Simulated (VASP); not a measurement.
# BN (F-43m) in VASP: single point with r2SCAN

Aim: the single point of BN with r2SCAN.

Program: VASP 6.6.1. These are calculated values, not measurements. Logs are shortened: lines on timing, memory, paths and dates and some standing lists are left out, and cuts for length are marked.

### Step 1. The cell of the first run

Symmetry: F-43m, No. 216, cubic system. Conventional cell: a = 3.610 Å, b = 3.610 Å, c = 3.610 Å, α = 90.00°, β = 90.00°, γ = 90.00°. B (site symmetry -43m) has 4 N at 1.56 Å within 2.1 Å. N (site symmetry -43m) has 4 B at 1.56 Å within 2.1 Å.

### Step 2. Single point, r2SCAN (atom 1 moved 0.30 Å, then relaxed in part)

File POSCAR:

```
BN
1.0
   -0.0000000011      1.8048809936      1.8048834285
    1.8048846232      0.0000004806      1.8048829468
    1.8048848751      1.8048807638      0.0000002287
B N
1 1
Direct
    0.0000000816     -0.0000000596      0.0000000209
    0.7499999184      0.7500000596      0.7499999791
```

File INCAR.step1:

```
  PREC = Accurate
  ENCUT = 520
  ISMEAR = 0
  SIGMA = 0.05
  LREAL = False
  LASPH = True
  NELM = 100
  NBANDS = 11
  GGA = PE
  ALGO = Normal
  EDIFF = 1E-4
  LWAVE = True
  LCHARG = False
```

File INCAR.step2:

```
  PREC = Accurate
  ENCUT = 520
  EDIFF = 1E-6
  ISMEAR = 0
  SIGMA = 0.05
  LREAL = False
  LASPH = True
  NELM = 100
  ALGO = Normal
  ISIF = 2
  LWAVE = False
  LCHARG = False
  METAGGA = R2SCAN
  LMIXTAU = True
  NBANDS = 11
  ISTART = 1
```

File KPOINTS:

```
Automatic mesh
0
Gamma
  10 10 10
```

Potentials or basis: VASP PAW PBE potentials, release 64 (B, N).

On the command line:

```
> cat potpaw_PBE.64/B/POTCAR potpaw_PBE.64/N/POTCAR > POTCAR
> cp INCAR.step1 INCAR
> mpirun -np 1 vasp_std > vasp.out
> cp INCAR.step2 INCAR
> mpirun -np 1 vasp_std > vasp.out
```

OUTCAR:

```text
PREC = Accurate
   ENCUT = 520
   EDIFF = 1E-6
   ISMEAR = 0
   LREAL = False
   LASPH = True
   NELM = 100
   ISIF = 2
   METAGGA = R2SCAN
   ISTART = 1

 ion  position               nearest neighbor table
   1  0.000  1.000  0.000-   2 1.56   2 1.56   2 1.56   2 1.56
   2  0.750  0.750  0.750-   1 1.56   1 1.56   1 1.56   1 1.56

  LATTYP: Found a face centered cubic cell.
 ALAT       =     3.6097675700

  Lattice vectors:

 A1 = (  -0.0000000011,   1.8048809936,   1.8048834285)
 A2 = (   1.8048846232,   0.0000004806,   1.8048829468)
 A3 = (   1.8048848751,   1.8048807638,   0.0000002287)

Analysis of symmetry for initial positions (statically):
=====================================================================
 Subroutine PRICEL returns:
 Original cell was already a primitive cell.

 Routine SETGRP: Setting up the symmetry group for a
 face centered cubic supercell.

 Subroutine GETGRP returns: Found 24 space group operations
 (whereof 24 operations were pure point group operations)
 out of a pool of 48 trial point group operations.

The static configuration has the point symmetry T_d .

Analysis of symmetry for dynamics (positions and initial velocities):
=====================================================================
 Subroutine PRICEL returns:
 Original cell was already a primitive cell.

 Routine SETGRP: Setting up the symmetry group for a
 face centered cubic supercell.

 Subroutine GETGRP returns: Found 24 space group operations
 (whereof 24 operations were pure point group operations)
 out of a pool of 48 trial point group operations.

The dynamic configuration has the point symmetry T_d .

 Subroutine INISYM returns: Found 24 space group operations
 (whereof 24 operations are pure point group operations),
 and found     1 'primitive' translations

----------------------------------------------------------------------------------------

                                     Primitive cell

  volume of cell :      11.7592

  direct lattice vectors                    reciprocal lattice vectors
    -0.000000001  1.804880994  1.804883428    -0.277025998  0.277026594  0.277026182
     1.804884623  0.000000481  1.804882947     0.277026037 -0.277026703  0.277026330
     1.804884875  1.804880764  0.000000229     0.277025960  0.277026665 -0.277026291

  length of vectors
     2.552488901  2.552491127  2.552489762     0.479823554  0.479823725  0.479823636

  position of ions in fractional coordinates (direct lattice)
     0.000000082  0.999999940  0.000000021
     0.749999918  0.750000060  0.749999979

  ion indices of the primitive-cell ions
   primitive index   ion index
                 1           1
                 2           2

----------------------------------------------------------------------------------------

 KPOINTS: Automatic mesh

Automatic generation of k-mesh.
 Grid dimensions read from file:
 generate k-points for:   10   10   10

 Generating k-lattice:

  Cartesian coordinates                     Fractional coordinates (reciprocal lattice)
    -0.027702600  0.027702659  0.027702618     0.100000000  0.000000000 -0.000000000
     0.027702604 -0.027702670  0.027702633     0.000000000  0.100000000 -0.000000000
     0.027702596  0.027702666 -0.027702629     0.000000000  0.000000000  0.100000000

  Length of vectors
     0.047982355  0.047982372  0.047982364

  Shift w.r.t. Gamma in fractional coordinates (k-lattice)
     0.000000000  0.000000000  0.000000000

 Subroutine IBZKPT returns following result:
 ===========================================

 Found     47 irreducible k-points:

 Following reciprocal coordinates:
            Coordinates               Weight
  0.000000  0.000000  0.000000      1.000000
  0.100000 -0.000000  0.000000      8.000000
  0.200000 -0.000000  0.000000      8.000000
  0.300000  0.000000  0.000000      8.000000
  0.400000 -0.000000  0.000000      8.000000
  0.500000  0.000000  0.000000      4.000000
[... 16 lines left out ...]
  0.300000  0.300000  0.000000      6.000000
  0.400000  0.300000  0.000000     24.000000
 [... further k-points ...]
   k-points           NKPTS =     47   k-points in BZ     NKDIM =     47   number of bands    NBANDS=     11
   number of dos      NEDOS =    301   number of ions     NIONS =      2
   total plane-waves  NPLWV =   8000
   dimension x,y,z NGX =    20 NGY =   20 NGZ =   20
   dimension x,y,z NGXF=    40 NGYF=   40 NGZF=   40
   ions per type =               1   1
   NGX,Y,Z   is equivalent  to a cutoff of  13.03, 13.03, 13.03 a.u.
   NGXF,Y,Z  is equivalent  to a cutoff of  26.05, 26.05, 26.05 a.u.
 SYSTEM =  unknown system
   PREC   = accura    normal or accurate (medium, high low for compatibility)
   ISTART =      1    job   : 0-new  1-cont  2-samecut
   ICHARG =      0    charge: 1-file 2-atom 10-const
   ISPIN  =      1    spin polarized calculation?
   LNONCOLLINEAR =      F non collinear calculations
   LSORBIT =      F    spin-orbit coupling
   LASPH  =      T    aspherical Exc in radial PAW
   ENCUT  =  520.0 eV  38.22 Ry    6.18 a.u.   4.75  4.75  4.75*2*pi/ulx,y,z
   NELM   =    100;   NELMIN=  2; NELMDL=  0     # of ELM steps
   EDIFF  = 0.1E-05   stopping-criterion for ELM
   LREAL  =      F    real-space projection
   EDIFFG = 0.1E-04   stopping-criterion for IOM
   NSW    =      0    number of steps for IOM
   IBRION =     -1    ionic relax: 0-MD 1-quasi-New 2-CG
   NFREE  =      0    steps in history (QN), initial steepest desc. (CG)
   ISIF   =      2    stress and relaxation
   ISYM   =      2    0-nonsym 1-usesym 2-fastsym
   POTIM  = 0.5000    time-step for ionic-motion
   TEBEG  =    0.0;   TEEND  =   0.0 temperature during run
   PSTRESS=    0.0 pullay stress
   NELECT =       8.0000    total number of electrons
   NUPDOWN=      -1.0000    fix difference up-down
   EMIN   =  10.00;   EMAX   =-10.00  energy-range for DOS
   EFERMI =   0.00;   METHOD = LEGACY
   ISMEAR =     0;   SIGMA  =   0.05  broadening in eV -4-tet -1-fermi 0-gaus
   EFERMI_NEDOS =   21; number of points for ismear=-14 and -15
   IALGO  =     38    algorithm
   IMIX   =      4    mixing-type and parameters
     AMIX     =   0.40;   BMIX     =  1.00
     AMIX_MAG =   1.60;   BMIX_MAG =  1.00
  volume/ion in A,a.u.               =       5.88        39.68
  Fermi-wavevector in a.u.,A,eV,Ry     =   1.439834  2.720892 28.206544  2.073123
  Thomas-Fermi vector in A             =   2.558646
   LORBIT       =      0    0 simple, 1 ext, 2 COOP (PROOUT), +10 PAW based schemes
   METAGGA = R2SCAN    functional components
   LHFCALC =     F    Hartree Fock is set to
   AEXX    =    0.0000 exact exchange contribution
   IVDW    =     0    specifies the selected vdW correction
   LEPSILON=     F    determine dielectric tensor
   LRPA    =     F    only Hartree local field effects (RPA)
 non-spin polarized calculation
 Gauss-broadening in eV      SIGMA  =   0.05
  energy-cutoff  :      520.00
  volume of cell :       11.76
 maximum number of plane-waves:       332
   NGX =  9   NGY =  9   NGZ =  9

 number of electron       7.9999999 magnetization

 Free energy of the ion-electron system (eV)
  ---------------------------------------------------
  ext. energy  EPLUGINS =         0.00000000
  ---------------------------------------------------
  free energy    TOTEN  =       -19.17159971 eV

  energy without entropy =      -19.17159971  energy(sigma->0) =      -19.17159971

 E-fermi :   7.6530     XC(G=0): -13.6694

 val. band max:        7.2960389486   @ k =   0.0000   0.0000   0.0000
 cond. band min:      12.2775283349   @ k =   0.5000   0.5000   0.0000
 fundamental gap:      4.9814893863
 Fermi energy:         7.6530171627

 k-point     1 :       0.0000    0.0000    0.0000
  band No.  band energies     occupation
      1     -14.0457      2.00000
      2       7.2960      2.00000
      3       7.2960      2.00000
      4       7.2960      2.00000
      5      16.8436      0.00000
      6      16.8436      0.00000
      7      16.8436      0.00000
      8      18.4331      0.00000
      9      33.5143      0.00000
     10      36.0931      0.00000
     11      36.0932      0.00000

 k-point     2 :       0.1000   -0.0000    0.0000
  band No.  band energies     occupation
      1     -13.7931      2.00000
      2       5.9663      2.00000
      3       7.0330      2.00000
      4       7.0331      2.00000
      5      17.1390      0.00000
      6      17.2490      0.00000
      7      17.2490      0.00000
      8      19.2655      0.00000
      9      33.2130      0.00000
     10      33.5663      0.00000
     11      33.5664      0.00000

 k-point     3 :       0.2000   -0.0000    0.0000
  band No.  band energies     occupation
      1     -13.0509      2.00000
      2       3.1212      2.00000
      3       6.4394      2.00000
      4       6.4394      2.00000
      5      17.5103      0.00000
      6      18.0861      0.00000
      7      18.0861      0.00000
      8      21.0554      0.00000
      9      32.0484      0.00000
     10      32.0484      0.00000
     11      32.4668      0.00000

 k-point     4 :       0.3000    0.0000    0.0000
  band No.  band energies     occupation
      1     -11.8834      2.00000
      2       0.0320      2.00000
      3       5.8359      2.00000
      4       5.8359      2.00000
      5      17.8340      0.00000
      6      18.6710      0.00000
      7      18.6710      0.00000
      8      22.5884      0.00000
      9      31.9657      0.00000
     10      32.3690      0.00000
     11      32.3690      0.00000
[... 239 lines left out ...]
 k-point    22 :      -0.2000    0.2000   -0.0000
  band No.  band energies     occupation
      1     -11.4966      2.00000
      2       0.8370      2.00000
      3       2.8428      2.00000
      4       5.9478      2.00000
      5      18.6427      0.00000
      6      19.1094      0.00000
      7      19.6993      0.00000
      8      21.9807      0.00000
      9      29.5751      0.00000
     10      31.0911      0.00000
     11      35.6566      0.00000

 k-point    23 :       0.3000    0.3000    0.0000
  band No.  band energies     occupation
      1     -11.1756      2.00000
      2       1.7746      2.00000
      3       3.4759      2.00000
      4       3.4759      2.00000
      5      14.0379      0.00000
      6      18.7786      0.00000
      7      23.1563      0.00000
      8      23.1564      0.00000
      9      27.2915      0.00000
     10      36.3776      0.00000
     11      40.3960      0.00000

 k-point    24 :       0.4000    0.3000    0.0000
  band No.  band energies     occupation
      1     -10.1433      2.00000
      2       0.1580      2.00000
      3       2.5920      2.00000
      4       3.0471      2.00000
      5      13.9883      0.00000
      6      18.6242      0.00000
      7      23.9434      0.00000
      8      24.0602      0.00000
      9      28.3714      0.00000
     10      36.0619      0.00000
     11      40.5475      0.00000

 [... further k-points ...]

------------------------ aborting loop because EDIFF is reached ----------------------------------------

  FORCE on cell =-STRESS in cart. coord.  units (eV):
  Direction    XX          YY          ZZ          XY          YZ          ZX
  --------------------------------------------------------------------------------------
  -------------------------------------------------------------------------------------
  Total        0.0814256      0.0814252      0.0814254      0.0000000      0.0000000     -0.0000000
  in kB       11.0941582     11.0941077     11.0941376      0.0000015      0.0000044     -0.0000016
  external PRESSURE =      11.0941345 kB  Pullay stress =       0.0000000 kB

 VOLUME and BASIS-vectors are now :
 -----------------------------------------------------------------------------
  energy-cutoff  :      520.00
  volume of cell :       11.76
      direct lattice vectors                 reciprocal lattice vectors
    -0.000000001  1.804880994  1.804883428    -0.277025998  0.277026594  0.277026182
     1.804884623  0.000000481  1.804882947     0.277026037 -0.277026703  0.277026330
     1.804884875  1.804880764  0.000000229     0.277025960  0.277026665 -0.277026291

 POSITION                                       TOTAL-FORCE (eV/Angst)
 -----------------------------------------------------------------------------------
      1.80488      0.00000      1.80488         0.000000      0.000000      0.000000
      2.70733      2.70732      2.70732        -0.000000     -0.000000     -0.000000
 -----------------------------------------------------------------------------------
    total drift:                               -0.000025      0.000110      0.000031

  FREE ENERGIE OF THE ION-ELECTRON SYSTEM (eV)
  ---------------------------------------------------
  free  energy   TOTEN  =       -19.1715997082 eV

  energy  without entropy=      -19.1715997082  energy(sigma->0) =      -19.17159971
```

Run time: 22 s. Hardware: 1 thread of AMD EPYC 7R13 (Zen 3), shared host; peak memory 0.09 GiB.

What came out:

```yaml
Free_energy: -19.1716 eV
Pressure: 1.1 GPa
Band_gap_on_the_k_mesh: 4.98 eV, indirect (least direct gap 9.55 eV)
```

Levels at points of the mesh, in eV from the valence-band top:
```tsv
k point	band 1	band 2	band 3	band 4	band 5	band 6	band 7	band 8	band 9
(0.00, 0.00, 0.00)	-21.34	0.00	0.00	0.00	9.55	9.55	9.55	11.14	26.22
(0.50, 0.00, 0.00)	-17.03	-11.12	-2.02	-2.02	10.84	11.49	11.49	16.45	24.94
(0.50, 0.50, 0.00)	-15.60	-9.35	-5.12	-5.12	4.98	9.84	19.33	19.33	22.27
```

Caveat: the cell differs from its parent crystal (atom 1 moved 0.30 Å, then relaxed in part); the PAW data sets were made with another functional, which shifts forces and pressure a little.
